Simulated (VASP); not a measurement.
Set up this calculation in VASP 6.6.1, as the native input.

| Item | Value |
| --- | --- |
| Task | single point |
| Functional | PBEsol |
| Dispersion | D3(BJ) |
| Potentials or basis | VASP PAW PBE potentials, release 64 (Ga_d, Sb) |
| Cutoff | 520 eV |
| k mesh | 14 × 14 × 14 |
| Occupations | gaussian, width 0.15 eV |
| Spin | no spin polarisation |
| Dipole correction | no |
| Further INCAR settings | ALGO = Fast; EDIFF = 1e-07; NBANDS = 30 |

The structure of Ga3Sb lies in POSCAR:

```
Ga3Sb
1.0
   -2.1283378407      2.1283378407      4.1557924678
    2.1283378407     -2.1283378407      4.1557924678
    2.1283378407      2.1283378407     -4.1557924678
Ga Sb
3 1
Direct
    0.7500000000      0.2500000000      0.5000000000
    0.2500000000      0.7500000000      0.5000000000
    0.5000000000      0.5000000000      0.0000000000
    0.0000000000      0.0000000000      0.0000000000
```

The input as run:

INCAR

```
ALGO = Fast ; EDIFF = 1E-7
ENCUT = 520 ; GGA = PS
ISIF = 2 ; ISMEAR = 0
IVDW = 12 ; LASPH = T
LCHARG = F ; LREAL = F
LWAVE = F ; NBANDS = 30
NELM = 80 ; PREC = Accurate
SIGMA = 0.15
```

KPOINTS

```
k-points
0
Gamma
  14 14 14
```

Potentials or basis: VASP PAW PBE potentials, release 64 (Ga_d, Sb).

Run with:

```sh
$ cat potpaw_PBE.64/Ga_d/POTCAR potpaw_PBE.64/Sb/POTCAR > POTCAR
$ mpirun -np 1 vasp_std > vasp.out
```

Results of the run:

```json
{
 "Pressure": "3.0 GPa",
 "Band gap on the k mesh": "zero (bands 22 and 23 overlap by 5.20 eV)",
 "Dispersion energy per atom": "-0.391 eV"
}
```

Caveat: the cell stands under pressure; the PAW data sets were made with another functional, which shifts forces and pressure a little; spin-orbit coupling is left out, which moves the levels of the heavy elements.

It took 12 min on 1 thread of Oxide Virtual Turin-like Processor, on a shared host, peak memory 0.56 GiB.
